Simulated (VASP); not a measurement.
Runs of VASP 6.6.1 on Au. The structure is that of space group P6_3/mmc (No. 194), or close to it. The cells are those of the table. This isn't the form of Au at room conditions, which is fcc.

```csv
cell,gap on the mesh (eV),pressure (GPa)
"a = 3.061, b = 3.061, c = 4.379 Å, angles 90.0, 90.0, 120.0°, 2 atoms",none,-7.2
"a = 2.729, b = 2.729, c = 5.511 Å, angles 90.0, 90.0, 120.0°, 2 atoms",none,(a)
"a = 2.809, b = 2.809, c = 5.200 Å, angles 90.0, 90.0, 120.0°, 2 atoms",none,-7.9
"a = 2.982, b = 2.982, c = 4.616 Å, angles 90.0, 90.0, 120.0°, 2 atoms",none,-9.7
```

Alike in all rows: task single point; level LDA; potentials or basis VASP PAW LDA potentials, release 64 (Au); no spin polarisation; k mesh 21 × 21 × 12; cutoff (eV) 520; smearing gaussian 0.15 eV.

Q: Estimate the missing entries.

A: (a) -2.2.

Caveats: spin-orbit coupling is left out, which moves the levels of the heavy elements; the stress differs along the axes, from -10 to -1 GPa (at least some runs); the stress differs along the axes, from -11 to 2 GPa (at least some runs); the stress differs along the axes, from -13 to -6 GPa (at least some runs); the stress differs along the axes, from -11 to -6 GPa (at least some runs).

A k mesh can miss the band edges, and the runs leave out spin-orbit coupling on Au.

A gap of «none» marks levels without a gap at the run's occupations.
